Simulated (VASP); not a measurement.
# Mo6H in VASP: notebook

Mo6H is run at these levels: PBE; tasks: single point.

All numbers are computed with VASP 6.6.1; they aren't measurements. Logs are shortened: lines on timing, memory, paths and dates and some standing lists are left out, and cuts for length are marked.

**1. The cell of the first run**

The cell holds a slab with vacuum, 7 atoms: a = 4.470 Å, b = 4.470 Å, c = 19.760 Å, α = 90.00°, β = 90.00°, γ = 120.00°.

**2. Single point, PBE**

Contents of INCAR:

```
SYSTEM = Mo6H
  PREC = Accurate
  ENCUT = 520
  EDIFF = 1E-7
  ISMEAR = 0
  SIGMA = 0.1
  LREAL = .FALSE.
  LASPH = .TRUE.
  NELM = 100
  ALGO = Normal
  ISIF = 2
  LWAVE = .FALSE.
  LCHARG = .TRUE.
  LDIPOL = .TRUE.
  IDIPOL = 3
  DIPOL = 0.5 0.5 0.334
  GGA = PE
  LELF = .TRUE.
  LVHAR = .TRUE.
  LVACPOTAV = .TRUE.
  NBANDS = 52
```

Contents of KPOINTS:

```
regular mesh
0
G
  6 6 1
  0 0 0
```

Contents of POSCAR:

```
Mo6H
1.0
    4.4695765307      0.0000000000      0.0000000000
   -2.2347882654      3.8707668198      0.0000000000
    0.0000000000      0.0000000000     19.7595667350
Mo H
6 1
Direct
    0.6666666667      0.3333333333      0.2024335884
    0.3333333333      0.6666666667      0.2486060831
    0.0000000000      0.0000000000      0.2947785777
    0.6666666667      0.3333333333      0.3368821116
    0.3333333333      0.6666666667      0.3779725564
    0.0000000000      0.0000000000      0.4180034333
    0.1111111111      0.4444444444      0.4592487142
```

Potentials or basis: VASP PAW PBE potentials, release 64 (Mo_sv, H).

Command:

```bash
cat potpaw_PBE.64/Mo_sv/POTCAR potpaw_PBE.64/H/POTCAR > POTCAR
mpirun -np 1 vasp_std > vasp.out
```

OUTCAR:

```text
SYSTEM = Mo6H
   PREC = Accurate
   ENCUT = 520
   EDIFF = 1E-7
   ISMEAR = 0
   LREAL = .FALSE.
   LASPH = .TRUE.
   NELM = 100
   ISIF = 2
   GGA = PE

 ion  position               nearest neighbor table
   1  0.667  0.333  0.202-   4 2.66   2 2.74   2 2.74   2 2.74   3 3.16   3 3.16   3 3.16
   2  0.333  0.667  0.249-   5 2.56   3 2.74   3 2.74   3 2.74   1 2.74   1 2.74   1 2.74   4 3.11
                             4 3.11   4 3.11
   3  0.000  0.000  0.295-   6 2.43   4 2.71   4 2.71   4 2.71   2 2.74   2 2.74   2 2.74   5 3.06
                             5 3.06   5 3.06   1 3.16   1 3.16   1 3.16
   4  0.667  0.333  0.337-   1 2.66   5 2.71   5 2.71   5 2.71   3 2.71   3 2.71   3 2.71   6 3.04
                             6 3.04   6 3.04   2 3.11   2 3.11   2 3.11
   5  0.333  0.667  0.378-   7 1.89   2 2.56   6 2.70   6 2.70   6 2.70   4 2.71   4 2.71   4 2.71
                             3 3.06   3 3.06   3 3.06
   6  0.000  0.000  0.418-   7 1.97   3 2.43   5 2.70   5 2.70   5 2.70   4 3.04   4 3.04   4 3.04

   7  0.111  0.444  0.459-   5 1.89   6 1.97

  LATTYP: Found a hexagonal cell.
 ALAT       =     4.4695765307
 C/A-ratio  =     4.4209035463

  Lattice vectors:

 A1 = (   4.4695765307,   0.0000000000,   0.0000000000)
 A2 = (  -2.2347882654,   3.8707668198,   0.0000000000)
 A3 = (   0.0000000000,   0.0000000000,  19.7595667350)

Analysis of symmetry for initial positions (statically):
=====================================================================
 Subroutine PRICEL returns:
 Original cell was already a primitive cell.

 Routine SETGRP: Setting up the symmetry group for a
 hexagonal supercell.

 Subroutine GETGRP returns: Found  1 space group operations
 (whereof  1 operations were pure point group operations)
 out of a pool of 24 trial point group operations.

The static configuration has the point symmetry C_1 .

Analysis of symmetry for dynamics (positions and initial velocities):
=====================================================================
 Subroutine PRICEL returns:
 Original cell was already a primitive cell.

 Routine SETGRP: Setting up the symmetry group for a
 hexagonal supercell.

 Subroutine GETGRP returns: Found  1 space group operations
 (whereof  1 operations were pure point group operations)
 out of a pool of 24 trial point group operations.

[... 110 lines left out ...]
   NFREE  =      0    steps in history (QN), initial steepest desc. (CG)
   ISIF   =      2    stress and relaxation
   ISYM   =      2    0-nonsym 1-usesym 2-fastsym
   POTIM  = 0.5000    time-step for ionic-motion
   TEBEG  =    0.0;   TEEND  =   0.0 temperature during run
   PSTRESS=    0.0 pullay stress
   NELECT =      85.0000    total number of electrons
   NUPDOWN=      -1.0000    fix difference up-down
   EMIN   =  10.00;   EMAX   =-10.00  energy-range for DOS
   EFERMI =   0.00;   METHOD = LEGACY
   ISMEAR =     0;   SIGMA  =   0.10  broadening in eV -4-tet -1-fermi 0-gaus
   EFERMI_NEDOS =   21; number of points for ismear=-14 and -15
   IALGO  =     38    algorithm
   IMIX   =      4    mixing-type and parameters
     AMIX     =   0.40;   BMIX     =  1.00
     AMIX_MAG =   1.60;   BMIX_MAG =  1.00
  volume/ion in A,a.u.               =      48.84       329.56
  Fermi-wavevector in a.u.,A,eV,Ry     =   1.029440  1.945359 14.418718  1.059746
  Thomas-Fermi vector in A             =   2.163487
   LORBIT       =      0    0 simple, 1 ext, 2 COOP (PROOUT), +10 PAW based schemes
   GGA     = PE    functional components
   LHFCALC =     F    Hartree Fock is set to
   AEXX    =    0.0000 exact exchange contribution
   IVDW    =     0    specifies the selected vdW correction
   LEPSILON=     F    determine dielectric tensor
   LRPA    =     F    only Hartree local field effects (RPA)
 non-spin polarized calculation
 Gauss-broadening in eV      SIGMA  =   0.10
  energy-cutoff  :      520.00
  volume of cell :      341.85
 maximum number of plane-waves:      9223
 NGX is ok and might be reduce to    36
   NGX = 17   NGY = 17   NGZ = 73

 dipolmoment           0.000000      0.000000     -0.535722 electrons x Angstroem

 number of electron      85.0000006 magnetization

 dipolmoment           0.000000      0.000000      0.030071 electrons x Angstroem

 Free energy of the ion-electron system (eV)
  ---------------------------------------------------
  ext. energy  EPLUGINS =         0.00000000
  ---------------------------------------------------
  free energy    TOTEN  =       -62.71253705 eV

  energy without entropy =      -62.66588577  energy(sigma->0) =      -62.68921141

 E-fermi :   0.7089     XC(G=0):  -4.8762

 val. band max:        0.7017167844   @ k =   0.5000  -0.0000   0.0000
 cond. band min:       0.7118352208   @ k =   0.0000   0.3333   0.0000
 fundamental gap:      0.0101184364
 Fermi energy:         0.7089290454

 k-point     1 :       0.0000    0.0000    0.0000
  band No.  band energies     occupation
      1     -60.4190      2.00000
      2     -60.1772      2.00000
      3     -60.1328      2.00000
      4     -60.1108      2.00000
      5     -59.9874      2.00000
      6     -59.9196      2.00000
[... 1089 lines left out ...]
     51       2.3201      0.00000
     52       2.6689      0.00000

------------------------ aborting loop because EDIFF is reached ----------------------------------------

  FORCE on cell =-STRESS in cart. coord.  units (eV):
  Direction    XX          YY          ZZ          XY          YZ          ZX
  --------------------------------------------------------------------------------------
  -------------------------------------------------------------------------------------
  Total       -4.8565777     -4.4790072     -1.1504506      0.2128660      0.5213219      0.2079055
  in kB      -22.7614603    -20.9918898     -5.3918492      0.9976452      2.4432939      0.9743964
  external PRESSURE =     -16.3817331 kB  Pullay stress =       0.0000000 kB

 VOLUME and BASIS-vectors are now :
 -----------------------------------------------------------------------------
  energy-cutoff  :      520.00
  volume of cell :      341.85
      direct lattice vectors                 reciprocal lattice vectors
     4.469576531  0.000000000  0.000000000     0.223734842  0.129173371  0.000000000
    -2.234788265  3.870766820  0.000000000     0.000000000  0.258346743  0.000000000
     0.000000000  0.000000000 19.759566735     0.000000000  0.000000000  0.050608397

 POSITION                                       TOTAL-FORCE (eV/Angst)
 -----------------------------------------------------------------------------------
      2.23479      1.29026      4.00000        -0.001960      0.057244      1.799545
     -0.00000      2.58051      4.91235         0.011941      0.020176     -0.947489
      0.00000      0.00000      5.82470        -0.059145     -0.084771     -1.180067
      2.23479      1.29026      6.65664        -0.032871     -0.270511     -0.646259
     -0.00000      2.58051      7.46857         0.062153     -0.218466      0.668499
      0.00000      0.00000      8.25957        -0.092958      0.471285      0.297057
     -0.49662      1.72034      9.07456         0.112839      0.025043      0.008713
 -----------------------------------------------------------------------------------
    total drift:                               -0.000006      0.000013     -0.000433

  FREE ENERGIE OF THE ION-ELECTRON SYSTEM (eV)
  ---------------------------------------------------
  free  energy   TOTEN  =       -62.7125370499 eV

  energy  without entropy=      -62.6658857715  energy(sigma->0) =      -62.68921141

 vacuum level on the upper side and lower side of the slab         4.753         4.438
```

Run time: 11 min. Hardware: 1 thread of Intel Xeon 8259CL, shared host; peak memory 0.59 GiB.

Results:

| Quantity | Value |
| --- | --- |
| Free energy | -62.7125 eV |
| Largest force | 1.800 eV/Å |
| Band gap on the k mesh | zero (an odd number of electrons rules out a gap without spin polarisation) |

Forces in eV/Å, atoms in the order of the input:
```
Mo  -0.002  0.057  1.800
Mo   0.012  0.020 -0.947
Mo  -0.059 -0.085 -1.180
Mo  -0.033 -0.271 -0.646
Mo   0.062 -0.218  0.668
Mo  -0.093  0.471  0.297
H    0.113  0.025  0.009
```

**3. Single point, PBE**

Contents of INCAR:

```
PREC = Accurate
ENCUT = 520
EDIFF = 1E-7
ISMEAR = 0
SIGMA = 0.1
LREAL = F
LASPH = T
NELM = 60
ALGO = Normal
ISIF = 2
LWAVE = F
LCHARG = F
LDIPOL = T
IDIPOL = 3
DIPOL = 0.5 0.5 0.330
GGA = PE
NBANDS = 52
```

Contents of KPOINTS:

```
regular mesh
0
Gamma
  6 6 1
```

POSCAR: that of step 2 with these lines changed.

```diff
@@ -14,2 +14,2 @@
     0.0000000000      0.0000000000      0.4180034333
-    0.1111111111      0.4444444444      0.4592487142
+    0.4444444444      0.1111111111      0.4283719979
```

Potentials or basis: VASP PAW PBE potentials, release 64 (Mo_sv, H).

Command:

```bash
cat potpaw_PBE.64/Mo_sv/POTCAR potpaw_PBE.64/H/POTCAR > POTCAR
mpirun -np 1 vasp_std > vasp.out
```

OUTCAR:

```text
PREC = Accurate
   ENCUT = 520
   EDIFF = 1E-7
   ISMEAR = 0
   LREAL = F
   LASPH = T
   NELM = 60
   ISIF = 2
   GGA = PE

 ion  position               nearest neighbor table
   1  0.667  0.333  0.202-   4 2.66   2 2.74   2 2.74   2 2.74   3 3.16   3 3.16   3 3.16
   2  0.333  0.667  0.249-   5 2.56   3 2.74   3 2.74   3 2.74   1 2.74   1 2.74   1 2.74   4 3.11
                             4 3.11   4 3.11
   3  0.000  0.000  0.295-   6 2.43   4 2.71   4 2.71   4 2.71   2 2.74   2 2.74   2 2.74   5 3.06
                             5 3.06   5 3.06   1 3.16   1 3.16   1 3.16
   4  0.667  0.333  0.337-   7 2.06   1 2.66   5 2.71   5 2.71   5 2.71   3 2.71   3 2.71   3 2.71
                             6 3.04   6 3.04   6 3.04   2 3.11   2 3.11   2 3.11
   5  0.333  0.667  0.378-   7 2.05   2 2.56   6 2.70   6 2.70   6 2.70   4 2.71   4 2.71   4 2.71
                             3 3.06   3 3.06   3 3.06
   6  0.000  0.000  0.418-   7 1.80   3 2.43   5 2.70   5 2.70   5 2.70   4 3.04   4 3.04   4 3.04

   7  0.444  0.111  0.428-   6 1.80   5 2.05   4 2.06

  LATTYP: Found a hexagonal cell.
 ALAT       =     4.4695765307
 C/A-ratio  =     4.4209035463

  Lattice vectors:

 A1 = (   4.4695765307,   0.0000000000,   0.0000000000)
 A2 = (  -2.2347882654,   3.8707668198,   0.0000000000)
 A3 = (   0.0000000000,   0.0000000000,  19.7595667350)

Analysis of symmetry for initial positions (statically):
=====================================================================
 Subroutine PRICEL returns:
 Original cell was already a primitive cell.

 Routine SETGRP: Setting up the symmetry group for a
 hexagonal supercell.

 Subroutine GETGRP returns: Found  1 space group operations
 (whereof  1 operations were pure point group operations)
 out of a pool of 24 trial point group operations.

The static configuration has the point symmetry C_1 .

Analysis of symmetry for dynamics (positions and initial velocities):
=====================================================================
[... 145 lines left out ...]
   LRPA    =     F    only Hartree local field effects (RPA)
 non-spin polarized calculation
 Gauss-broadening in eV      SIGMA  =   0.10
  energy-cutoff  :      520.00
  volume of cell :      341.85
 maximum number of plane-waves:      9223
 NGX is ok and might be reduce to    36
   NGX = 17   NGY = 17   NGZ = 73

 dipolmoment           0.000000      0.000000     -0.000066 electrons x Angstroem

 number of electron      85.0000007 magnetization

 dipolmoment           0.000000      0.000000      0.009848 electrons x Angstroem

 Free energy of the ion-electron system (eV)
  ---------------------------------------------------
  ext. energy  EPLUGINS =         0.00000000
  ---------------------------------------------------
  free energy    TOTEN  =       -62.49909265 eV

  energy without entropy =      -62.45367551  energy(sigma->0) =      -62.47638408

 E-fermi :   0.8094     XC(G=0):  -4.8706

 val. band max:        0.8000297533   @ k =   0.1667  -0.0000   0.0000
 cond. band min:       0.8201077687   @ k =  -0.1667   0.1667   0.0000
 fundamental gap:      0.0200780154
 Fermi energy:         0.8093883058

 k-point     1 :       0.0000    0.0000    0.0000
  band No.  band energies     occupation
      1     -60.3747      2.00000
      2     -60.1348      2.00000
      3     -60.0969      2.00000
      4     -60.0528      2.00000
      5     -59.8830      2.00000
      6     -59.8430      2.00000
[... 1089 lines left out ...]
     51       2.3933      0.00000
     52       2.6869      0.00000

------------------------ aborting loop because EDIFF is reached ----------------------------------------

 vacuum level on the upper side and lower side of the slab       (xc-potential included)        -0.042        -0.181

  FORCE on cell =-STRESS in cart. coord.  units (eV):
  Direction    XX          YY          ZZ          XY          YZ          ZX
  --------------------------------------------------------------------------------------
  -------------------------------------------------------------------------------------
  Total       -2.3529568     -4.7995735     -1.1316971      0.5236383     -0.1378485      0.3598805
  in kB      -11.0276692    -22.4942968     -5.3039567      2.4541507     -0.6460585      1.6866620
  external PRESSURE =     -12.9419742 kB  Pullay stress =       0.0000000 kB

 VOLUME and BASIS-vectors are now :
 -----------------------------------------------------------------------------
  energy-cutoff  :      520.00
  volume of cell :      341.85
      direct lattice vectors                 reciprocal lattice vectors
     4.469576531  0.000000000  0.000000000     0.223734842  0.129173371  0.000000000
    -2.234788265  3.870766820  0.000000000     0.000000000  0.258346743  0.000000000
     0.000000000  0.000000000 19.759566735     0.000000000  0.000000000  0.050608397

 POSITION                                       TOTAL-FORCE (eV/Angst)
 -----------------------------------------------------------------------------------
      2.23479      1.29026      4.00000         0.018692      0.031242      1.573955
     -0.00000      2.58051      4.91235        -0.064342     -0.169361     -0.654243
      0.00000      0.00000      5.82470         0.004172      0.087789     -1.432091
      2.23479      1.29026      6.65664         0.184261      0.200518     -0.083833
     -0.00000      2.58051      7.46857        -0.370426     -0.009208      0.245960
      0.00000      0.00000      8.25957        -0.926592      0.072348      0.343838
      1.73817      0.43009      8.46445         1.154234     -0.213327      0.006413
 -----------------------------------------------------------------------------------
    total drift:                                0.000005      0.000006     -0.000399

  FREE ENERGIE OF THE ION-ELECTRON SYSTEM (eV)
  ---------------------------------------------------
  free  energy   TOTEN  =       -62.4990926537 eV

  energy  without entropy=      -62.4536755120  energy(sigma->0) =      -62.47638408

 vacuum level on the upper side and lower side of the slab         4.543         4.400
```

OSZICAR:

```text
N       E                     dE             d eps       ncg     rms          rms(c)
DAV:   1     0.844808702327E+03    0.84481E+03   -0.52735E+04  2784   0.142E+03
DAV:   2    -0.338384660599E+02   -0.87865E+03   -0.85902E+03  2436   0.422E+02
DAV:   3    -0.673324783009E+02   -0.33494E+02   -0.32439E+02  2676   0.707E+01
[... 22 lines left out ...]
DAV:  26    -0.624990696453E+02   -0.36780E-04   -0.20375E-06  2004   0.438E-03    0.156E-03
DAV:  27    -0.624990893456E+02   -0.19700E-04   -0.19714E-06  1896   0.303E-03    0.813E-04
DAV:  28    -0.624990914330E+02   -0.20874E-05   -0.14027E-07  1760   0.111E-03    0.466E-04
DAV:  29    -0.624990925520E+02   -0.11190E-05   -0.67856E-08  1460   0.657E-04    0.182E-04
DAV:  30    -0.624990926586E+02   -0.10662E-06   -0.18823E-08  1404   0.463E-04    0.221E-04
DAV:  31    -0.624990926537E+02    0.49768E-08   -0.45661E-09  1284   0.307E-04
   1 F= -.62499093E+02 E0= -.62476384E+02  d E =-.454171E-01
```

It took 12 min on 1 thread of Intel Xeon 8259CL, shared host; peak memory 0.59 GiB.

Results:

| Quantity | Value |
| --- | --- |
| Free energy | -62.4991 eV |
| Largest force | 1.574 eV/Å |
| Band gap on the k mesh | zero (an odd number of electrons rules out a gap without spin polarisation) |

Forces in eV/Å, atoms in the order of the input:
```
Mo   0.019  0.031  1.574
Mo  -0.064 -0.169 -0.654
Mo   0.004  0.088 -1.432
Mo   0.184  0.201 -0.084
Mo  -0.370 -0.009  0.246
Mo  -0.927  0.072  0.344
H    1.154 -0.213  0.006
```

**4. Single point, PBE**

Contents of INCAR:

```
ALGO = Normal
DIPOL = 0.5 0.5 0.330
EDIFF = 1E-7
ENCUT = 520
GGA = PE
IDIPOL = 3
ISIF = 2
ISMEAR = 0
LASPH = T
LCHARG = T
LDIPOL = T
LELF = T
LREAL = F
LVACPOTAV = T
LVHAR = T
LWAVE = F
NBANDS = 52
NELM = 60
PREC = Accurate
SIGMA = 0.1
```

Contents of KPOINTS:

```
k-points
0
Gamma
  6 6 1
```

POSCAR: that of step 3 with these lines changed.

```diff
@@ -14,2 +14,2 @@
     0.0000000000      0.0000000000      0.4180034333
-    0.4444444444      0.1111111111      0.4283719979
+    0.6666666667      0.2222222222      0.4306760410
```

Command:

```bash
cat potpaw_PBE.64/Mo_sv/POTCAR potpaw_PBE.64/H/POTCAR > POTCAR
mpirun -np 1 vasp_std > vasp.out
```

Run time: 9.3 min. Hardware: 1 thread of AMD EPYC 9R45 (Zen 5), shared host; peak memory 0.59 GiB.

It converged, with:

| Item | Value |
| --- | --- |
| Free energy | -62.3504 eV |
| Largest force | 1.397 eV/Å |
| Band gap on the k mesh | zero (an odd number of electrons rules out a gap without spin polarisation) |

Forces in eV/Å, atoms in the order of the input:
```
Mo   0.014 -0.014  1.396
Mo   0.054 -0.101 -0.677
Mo  -0.001  0.039 -1.313
Mo  -0.231  0.298  0.005
Mo   0.132  0.138  0.256
Mo  -0.122  0.277  0.323
H    0.154 -0.638  0.010
```

Levels at points of the mesh, in eV from the Fermi level:
| k point | band 39 | band 40 | band 41 | band 42 | band 43 | band 44 | band 45 | band 46 |
| --- | --- | --- | --- | --- | --- | --- | --- | --- |
| (0.00, 0.00, 0.00) | -1.32 | -1.22 | -1.21 | -1.03 | -0.14 | 0.96 | 1.10 | 1.25 |
| (0.50, 0.00, 0.00) | -1.47 | -0.97 | -0.50 | -0.09 | 0.03 | 0.09 | 0.56 | 1.16 |
| (0.00, 0.50, 0.00) | -1.36 | -0.86 | -0.43 | -0.01 | 0.04 | 0.12 | 0.56 | 1.10 |
| (0.50, 0.50, 0.00) | -1.46 | -0.96 | -0.49 | -0.10 | 0.04 | 0.12 | 0.64 | 1.10 |

**5. Overview**

```csv
cell,gap on the mesh (eV),largest force (eV/Å)
"as given, atomic positions A",none,1.80
"as given, atomic positions B",none,1.57
"as given, atomic positions C",none,1.40
```

Alike in all rows: task single point; level PBE; potentials or basis VASP PAW PBE potentials, release 64 (Mo_sv, H); no spin polarisation; k mesh 6 × 6 × 1; cutoff (eV) 520; smearing gaussian 0.1 eV.

Total energies depend on the potentials used, so only differences within one code and one set of settings carry meaning.

The gap in the log of VASP goes by the Fermi energy; the results here count the filled bands.